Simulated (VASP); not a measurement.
A run of VASP 6.6.1 is set up as follows.

POSCAR

```
CuAu3
1.0
    4.0911873758      0.0000000000      0.0000000000
    0.0000000000      4.0911873758      0.0000000000
    0.0000000000      0.0000000000      3.8803207929
Cu Au
1 3
Direct
    0.0000000000      0.0000000000      0.0000000000
    0.0000000000      0.5000000000      0.5000000000
    0.5000000000      0.0000000000      0.5000000000
    0.5000000000      0.5000000000      0.0000000000
```

Contents of INCAR.step1:

```
SYSTEM = CuAu3
PREC     = Accurate       ! precision mode
ENCUT    = 520            ! plane-wave cutoff, eV
ISMEAR   = 0              ! smearing method
SIGMA    = 0.1            ! smearing width, eV
LREAL    = .FALSE.        ! projectors in reciprocal space
LASPH    = .TRUE.         ! aspherical terms in the spheres
NELM     = 60             ! most SCF steps
NBANDS   = 30             ! bands
GGA      = PE             ! functional
ALGO     = Normal         ! electronic algorithm
EDIFF    = 1E-4           ! SCF threshold, eV
LWAVE    = .TRUE.         ! write WAVECAR
LCHARG   = .FALSE.        ! write CHGCAR
```

The input INCAR.step2:

```
SYSTEM = CuAu3
PREC     = Accurate       ! precision mode
ENCUT    = 520            ! plane-wave cutoff, eV
EDIFF    = 1E-6           ! SCF threshold, eV
ISMEAR   = 0              ! smearing method
SIGMA    = 0.1            ! smearing width, eV
LREAL    = .FALSE.        ! projectors in reciprocal space
LASPH    = .TRUE.         ! aspherical terms in the spheres
NELM     = 60             ! most SCF steps
ALGO     = Normal         ! electronic algorithm
ISIF     = 2              ! what is computed and relaxed
LWAVE    = .FALSE.        ! write WAVECAR
LCHARG   = .TRUE.         ! write CHGCAR
METAGGA  = R2SCAN         ! meta-GGA
LMIXTAU  = .TRUE.       
LELF     = .TRUE.         ! ELF
LVHAR    = .TRUE.       
NBANDS   = 30             ! bands
ISTART   = 1
```

Contents of KPOINTS:

```
Automatic mesh
0
G
  14 14 14
  0 0 0
```

Potentials or basis: VASP PAW PBE potentials, release 64 (Cu, Au).

Launch:

```console
$ cat potpaw_PBE.64/Cu/POTCAR potpaw_PBE.64/Au/POTCAR > POTCAR
$ cp INCAR.step1 INCAR
$ mpirun -np 1 vasp_std > vasp.out
$ cp INCAR.step2 INCAR
$ mpirun -np 1 vasp_std > vasp.out
```

Question: What does it give for the pressure?

Answer: -0.8 GPa.

Question: What does it give for the band gap on the k mesh?

Answer: Zero (bands 22 and 23 overlap by 1.99 eV).

Stress tensor (GPa, compression positive):
```
-1.31  0.00  0.00
 0.00 -1.31  0.00
 0.00  0.00  0.33
```

Caveat: the cell differs from its parent crystal (biaxial strain in the a-b plane: +2.0 %, then relaxed in part); the PAW data sets were made with another functional, which shifts forces and pressure a little; spin-orbit coupling is left out, which moves the levels of the heavy elements.
